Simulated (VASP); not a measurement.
Write the native input for VASP 6.6.1 that does the following.

- Task: single point
- Functional: RPBE
- Potentials or basis: VASP PAW PBE potentials, release 64 (Zr_sv)
- Cutoff: 520 eV
- k mesh: 13 × 13 × 4
- Occupations: fermi-dirac, width 0.1 eV
- Spin: no spin polarisation
- Dipole correction: no
- Further INCAR settings: ALGO = Normal; EDIFF = 1e-07; NBANDS = 32

The structure of Zr lies in POSCAR:

```
Zr
1.0
    3.3347873905      0.0000000000      0.0000000000
   -1.6673936952      2.8880105964      0.0000000000
    0.0000000000      0.0000000000     10.7738866714
Zr
4
Direct
    0.0000000000      1.0000000000      1.0000000000
    0.0000000000      1.0000000000      0.5000000000
    0.3333333333      0.6666666667      0.2500000000
    0.6666666667      0.3333333333      0.7500000000
```

One way to write it, as run:

INCAR

```
ALGO     = Normal         # electronic algorithm
EDIFF    = 1E-7           # SCF threshold, eV
ENCUT    = 520            # plane-wave cutoff, eV
GGA      = RP             # functional
ISIF     = 2              # what is computed and relaxed
ISMEAR   = -1             # smearing method
LASPH    = True           # aspherical terms in the spheres
LCHARG   = False          # write CHGCAR
LREAL    = False          # projectors in reciprocal space
LWAVE    = False          # write WAVECAR
NBANDS   = 32             # bands
NELM     = 100            # most SCF steps
PREC     = Accurate       # precision mode
SIGMA    = 0.1            # smearing width, eV
```

KPOINTS

```
k-points
0
Gamma
  13 13 4
```

Potentials or basis: VASP PAW PBE potentials, release 64 (Zr_sv).

The run is started by

```bash
$ cat potpaw_PBE.64/Zr_sv/POTCAR > POTCAR
$ mpirun -np 1 vasp_std > vasp.out
```

Results of the run:

```json
{
 "Pressure": "-5.8 GPa",
 "Band gap on the k mesh": "zero (bands 24 and 25 overlap by 1.27 eV)"
}
```

Caveat: the cell stands under tension; the PAW data sets were made with another functional, which shifts forces and pressure a little.

It took 2.8 min on 1 thread of AMD EPYC 9R45 96-Core Processor (Zen 5) (shared host), peak memory 0.29 GiB.
